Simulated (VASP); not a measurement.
Write the native input for VASP 6.6.1 that does the following.

```
Task                   : single point
Functional             : LDA
Potentials or basis    : VASP PAW LDA potentials, release 64 (Zn, Se)
Cutoff                 : 520 eV
k mesh                 : 5 × 5 × 5
Occupations            : gaussian, width 0.01 eV
Spin                   : no spin polarisation
Dipole correction      : no
Further INCAR settings : ALGO = Normal; EDIFF = 1e-07; NBANDS = 16
```

The structure of ZnSe (Stilleite) lies in POSCAR:

```
ZnSe
1.0
    0.0000000000      2.8893788162      2.8893788162
    2.8893788162      0.0000000000      2.8893788162
    2.8893788162      2.8893788162      0.0000000000
Zn Se
1 1
Direct
    0.0000000000      0.0000000000      0.0000000000
    0.2500000000      0.2500000000      0.2500000000
```

These files were run (other wordings do the same):

INCAR

```
SYSTEM = ZnSe
PREC = Accurate ; ENCUT = 520
EDIFF = 1E-7 ; ISMEAR = 0
SIGMA = 0.01 ; LREAL = .False.
LASPH = .True. ; NELM = 60
ALGO = Normal ; ISIF = 2
LWAVE = .False. ; LCHARG = .False.
GGA = CA ; NBANDS = 16
```

KPOINTS

```
Automatic mesh
0
Gamma
  5 5 5
  0 0 0
```

Potentials or basis: VASP PAW LDA potentials, release 64 (Zn, Se).

The run is started by

```bash
$ cat potpaw_LDA.64/Zn/POTCAR potpaw_LDA.64/Se/POTCAR > POTCAR
$ mpirun -np 1 vasp_std > vasp.out
```

Results of the run:

```yaml
Pressure: -5.9 GPa
Band_gap_on_the_k_mesh: 0.83 eV, direct
```

It took 4.7 s on 1 thread of Intel(R) Xeon(R) 6975P-C (Granite Rapids), with other jobs on the host, peak memory 0.14 GiB.
